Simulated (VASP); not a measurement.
# BaTiO3 (Amm2) in VASP: a series of runs

Runs on BaTiO3. Level: PBE. Tasks: single point.

Everything below comes from runs of VASP 6.6.1. Logs are shortened: lines on timing, memory, paths and dates and some standing lists are left out, and cuts for length are marked.

**1. The cell of the first run**

Symmetry: Amm2, No. 38, orthorhombic system. Conventional cell: a = 4.019 Å, b = 5.684 Å, c = 5.684 Å, α = 90.00°, β = 90.00°, γ = 90.00°. Ba (site symmetry mm2) has 12 O at 2.64 to 3.04 Å and 8 Ti at 3.48 Å within 3.5 Å. Within 2.7 Å of Ti (site symmetry mm2) lie 6 O at 2.01 to 2.02 Å. O (site symmetry mm2) has 2 Ti at 2.02 Å and 4 Ba at 2.64 to 3.04 Å and 8 O at 2.75 to 2.95 Å within 3.1 Å. O (site symmetry m) has 2 Ti at 2.01 Å and 8 O at 2.75 to 2.95 Å and 4 Ba at 2.84 Å within 3.0 Å.

**2. Single point, PBE (atom 3 (O) moved -0.200 Å towards its neighbour atom 1 (Ba) at 2.842 Å)**

The input, INCAR:

```
PREC = Accurate ; ENCUT = 520
EDIFF = 1E-6 ; ISMEAR = 0
SIGMA = 0.05 ; LREAL = False
LASPH = True ; NELM = 60
ALGO = Normal ; ISIF = 2
LWAVE = False ; LCHARG = False
GGA = PE ; NBANDS = 28
```

The input, KPOINTS:

```
regular mesh
0
Gamma
  8 8 8
```

The input, POSCAR:

```
BaTiO3
1.0
    4.0192501416      0.0000000000      0.0000000000
    0.0000000000      4.0192501416      0.0000000000
    0.0000000000      0.0000000000      4.0192501416
Ba Ti O
1 1 3
Direct
    0.5000000000      0.5000000000      0.5000000000
    0.0000000000      0.0000000000      0.0000000000
    0.5000000000      0.0351860052      0.0351860052
    0.0000000000      0.5000000000      0.0000000000
    0.0000000000      0.0000000000      0.5000000000
```

Potentials or basis: VASP PAW PBE potentials, release 64 (Ba_sv, Ti_sv, O).

Launch:

```
$ cat potpaw_PBE.64/Ba_sv/POTCAR potpaw_PBE.64/Ti_sv/POTCAR potpaw_PBE.64/O/POTCAR > POTCAR
$ mpirun -np 1 vasp_std > vasp.out
```

OUTCAR:

```text
PREC = Accurate
   ENCUT = 520
   EDIFF = 1E-6
   ISMEAR = 0
   LREAL = False
   LASPH = True
   NELM = 60
   ISIF = 2
   GGA = PE

 ion  position               nearest neighbor table
   1  0.500  0.500  0.500-   3 2.64   4 2.84   5 2.84   4 2.84   5 2.84   4 2.84   5 2.84   4 2.84
                             5 2.84   3 2.85   3 2.85   3 3.04   2 3.48   2 3.48   2 3.48   2 3.48
   2  0.000  0.000  0.000-   4 2.01   5 2.01   5 2.01   4 2.01   3 2.02   3 2.02   1 3.48   1 3.48
                             1 3.48   1 3.48   1 3.48   1 3.48   1 3.48   1 3.48
   3  0.500  0.035  0.035-   2 2.02   2 2.02   1 2.64   1 2.85   1 2.85   1 3.04
   4  0.000  0.500  0.000-   2 2.01   2 2.01   1 2.84   1 2.84   1 2.84   1 2.84
   5  0.000  0.000  0.500-   2 2.01   2 2.01   1 2.84   1 2.84   1 2.84   1 2.84

  LATTYP: Found a simple cubic cell.
 ALAT       =     4.0192501416

  Lattice vectors:

 A1 = (   4.0192501416,   0.0000000000,   0.0000000000)
 A2 = (   0.0000000000,   4.0192501416,   0.0000000000)
 A3 = (   0.0000000000,   0.0000000000,   4.0192501416)

Analysis of symmetry for initial positions (statically):
=====================================================================
 Subroutine PRICEL returns:
 Original cell was already a primitive cell.

 Routine SETGRP: Setting up the symmetry group for a
 simple cubic supercell.

 Subroutine GETGRP returns: Found  4 space group operations
 (whereof  4 operations were pure point group operations)
 out of a pool of 48 trial point group operations.

The static configuration has the point symmetry C_2v.

Analysis of symmetry for dynamics (positions and initial velocities):
=====================================================================
 Subroutine PRICEL returns:
 Original cell was already a primitive cell.

 Routine SETGRP: Setting up the symmetry group for a
 simple cubic supercell.

 Subroutine GETGRP returns: Found  4 space group operations
 (whereof  4 operations were pure point group operations)
 out of a pool of 48 trial point group operations.

The dynamic configuration has the point symmetry C_2v.

 Subroutine INISYM returns: Found  4 space group operations
 (whereof  4 operations are pure point group operations),
 and found     1 'primitive' translations

----------------------------------------------------------------------------------------

                                     Primitive cell

  volume of cell :      64.9285

  direct lattice vectors                    reciprocal lattice vectors
     4.019250142  0.000000000  0.000000000     0.248802629  0.000000000  0.000000000
     0.000000000  4.019250142  0.000000000     0.000000000  0.248802629  0.000000000
     0.000000000  0.000000000  4.019250142     0.000000000  0.000000000  0.248802629

[... 96 lines left out ...]
   ISYM   =      2    0-nonsym 1-usesym 2-fastsym
   POTIM  = 0.5000    time-step for ionic-motion
   TEBEG  =    0.0;   TEEND  =   0.0 temperature during run
   PSTRESS=    0.0 pullay stress
   NELECT =      40.0000    total number of electrons
   NUPDOWN=      -1.0000    fix difference up-down
   EMIN   =  10.00;   EMAX   =-10.00  energy-range for DOS
   EFERMI =   0.00;   METHOD = LEGACY
   ISMEAR =     0;   SIGMA  =   0.05  broadening in eV -4-tet -1-fermi 0-gaus
   EFERMI_NEDOS =   21; number of points for ismear=-14 and -15
   IALGO  =     38    algorithm
   IMIX   =      4    mixing-type and parameters
     AMIX     =   0.40;   BMIX     =  1.00
     AMIX_MAG =   1.60;   BMIX_MAG =  1.00
  volume/ion in A,a.u.               =      12.99        87.63
  Fermi-wavevector in a.u.,A,eV,Ry     =   1.392996  2.632380 26.401250  1.940437
  Thomas-Fermi vector in A             =   2.516685
   LORBIT       =      0    0 simple, 1 ext, 2 COOP (PROOUT), +10 PAW based schemes
   GGA     = PE    functional components
   LHFCALC =     F    Hartree Fock is set to
   AEXX    =    0.0000 exact exchange contribution
   IVDW    =     0    specifies the selected vdW correction
   LEPSILON=     F    determine dielectric tensor
   LRPA    =     F    only Hartree local field effects (RPA)
 non-spin polarized calculation
 Gauss-broadening in eV      SIGMA  =   0.05
  energy-cutoff  :      520.00
  volume of cell :       64.93
 maximum number of plane-waves:      1775
 NGX is ok and might be reduce to    30
   NGX = 15   NGY = 15   NGZ = 15

 number of electron      39.9999976 magnetization

 Free energy of the ion-electron system (eV)
  ---------------------------------------------------
  ext. energy  EPLUGINS =         0.00000000
  ---------------------------------------------------
  free energy    TOTEN  =       -39.86905933 eV

  energy without entropy =      -39.86905933  energy(sigma->0) =      -39.86905933

 E-fermi :   3.9888     XC(G=0): -11.1930

 val. band max:        3.7671202744   @ k =   0.5000   0.5000   0.5000
 cond. band min:       5.4462854698   @ k =   0.0000   0.0000   0.0000
 fundamental gap:      1.6791651954
 Fermi energy:         3.9887573408

 k-point     1 :       0.0000    0.0000    0.0000
  band No.  band energies     occupation
      1     -52.9718      2.00000
      2     -29.1760      2.00000
      3     -29.1747      2.00000
      4     -29.1733      2.00000
      5     -21.0804      2.00000
      6     -13.1344      2.00000
[... 733 lines left out ...]
     27      10.9573      0.00000
     28      12.1989      0.00000

 [... further k-points ...]

------------------------ aborting loop because EDIFF is reached ----------------------------------------

  FORCE on cell =-STRESS in cart. coord.  units (eV):
  Direction    XX          YY          ZZ          XY          YZ          ZX
  --------------------------------------------------------------------------------------
  -------------------------------------------------------------------------------------
  Total        0.6199546      0.8569821      0.8569821      0.0000000      0.1296605      0.0000000
  in kB       15.2980250     21.1469258     21.1469258      0.0000000      3.1995074      0.0000000
  external PRESSURE =      19.1972922 kB  Pullay stress =       0.0000000 kB

 VOLUME and BASIS-vectors are now :
 -----------------------------------------------------------------------------
  energy-cutoff  :      520.00
  volume of cell :       64.93
      direct lattice vectors                 reciprocal lattice vectors
     4.019250142  0.000000000  0.000000000     0.248802629  0.000000000  0.000000000
     0.000000000  4.019250142  0.000000000     0.000000000  0.248802629  0.000000000
     0.000000000  0.000000000  4.019250142     0.000000000  0.000000000  0.248802629

 POSITION                                       TOTAL-FORCE (eV/Angst)
 -----------------------------------------------------------------------------------
      2.00963      2.00963      2.00963        -0.000000      0.167035      0.167035
      0.00000      0.00000      0.00000        -0.000000      0.110049      0.110049
      2.00963      0.14142      0.14142        -0.000000     -0.820917     -0.820917
      0.00000      2.00963      0.00000        -0.000000      0.627443     -0.083610
      0.00000      0.00000      2.00963         0.000000     -0.083610      0.627443
 -----------------------------------------------------------------------------------
    total drift:                                0.000000     -0.000270     -0.000269

  FREE ENERGIE OF THE ION-ELECTRON SYSTEM (eV)
  ---------------------------------------------------
  free  energy   TOTEN  =       -39.8690593284 eV

  energy  without entropy=      -39.8690593284  energy(sigma->0) =      -39.86905933
```

Wall time 84 s (1 thread of Intel Xeon 6975P-C (Granite Rapids), shared host); peak memory 0.3 GiB.

Results:

```
Free energy            : -39.8691 eV
Pressure               : 1.9 GPa
Largest force          : 1.161 eV/Å
Band gap on the k mesh : 1.68 eV (least direct gap 1.89 eV)
```

Forces on the atoms (eV/Å):
```
Ba   0.000  0.167  0.167
Ti   0.000  0.110  0.110
O    0.000 -0.821 -0.821
O    0.000  0.627 -0.084
O    0.000 -0.084  0.627
```

Caveat: the cell differs from its parent crystal (atom 3 (O) moved -0.200 Å towards its neighbour atom 1 (Ba) at 2.842 Å); spin-orbit coupling is left out, which moves the levels of the heavy elements; forces of over 1 eV/Å act on the atoms, so gaps and moduli don't describe the material at rest. A k mesh can miss the band edges.

**3. Single point, PBE (atom 3 (O) moved +0.160 Å towards its neighbour atom 1 (Ba) at 2.842 Å)**

The input, INCAR:

```
PREC = Accurate ; ENCUT = 520
EDIFF = 1E-6 ; ISMEAR = 0
SIGMA = 0.05 ; LREAL = F
LASPH = T ; NELM = 60
ALGO = Normal ; ISIF = 2
LWAVE = F ; LCHARG = F
GGA = PE ; NBANDS = 28
```

The input, KPOINTS:

```
Automatic mesh
0
Gamma
  8 8 8
```

POSCAR, as its differences from that of step 2:

```diff
@@ -10,3 +10,3 @@
     0.0000000000      0.0000000000      0.0000000000
-    0.5000000000      0.0351860052      0.0351860052
+    0.5000000000     -0.0281488041     -0.0281488041
     0.0000000000      0.5000000000      0.0000000000
```

Potentials or basis: VASP PAW PBE potentials, release 64 (Ba_sv, Ti_sv, O).

Launch:

```
$ cat potpaw_PBE.64/Ba_sv/POTCAR potpaw_PBE.64/Ti_sv/POTCAR potpaw_PBE.64/O/POTCAR > POTCAR
$ mpirun -np 1 vasp_std > vasp.out
```

Wall time 80 s (1 thread of Intel Xeon 6975P-C (Granite Rapids), shared host); peak memory 0.3 GiB.

The run converged. Its results:

```yaml
Free_energy: -39.9104 eV
Pressure: 1.8 GPa
Largest_force: 0.910 eV/Å
Band_gap_on_the_k_mesh: 1.69 eV (least direct gap 1.88 eV)
```

Forces on the atoms (eV/Å):
```
Ba   0.000 -0.120 -0.120
Ti   0.000 -0.084 -0.084
O    0.000  0.643  0.643
O    0.000 -0.506  0.067
O    0.000  0.067 -0.506
```

Stress tensor (GPa, compression positive):
```
1.58 0.00 0.00
0.00 1.96 0.20
0.00 0.20 1.96
```

Levels at points of the mesh, in eV from the valence-band top:
```
           k point  band 18  band 19  band 20  band 21  band 22  band 23
(0.00, 0.00, 0.00)    -0.26    -0.22    -0.19     1.69     1.72     1.89
(0.50, 0.00, 0.00)    -1.57    -0.74    -0.74     1.84     3.26     3.35
(0.00, 0.50, 0.00)    -1.83    -0.75    -0.73     1.92     3.40     3.42
(0.50, 0.50, 0.00)    -0.91    -0.90    -0.10     3.34     3.40     3.77
(0.00, 0.50, 0.50)    -0.91    -0.87    -0.11     3.40     3.45     3.82
(0.50, 0.50, 0.50)    -0.05    -0.02     0.00     3.97     4.02     4.05
```

Caveat: the cell differs from its parent crystal (atom 3 (O) moved +0.160 Å towards its neighbour atom 1 (Ba) at 2.842 Å); spin-orbit coupling is left out, which moves the levels of the heavy elements. A k mesh can miss the band edges.
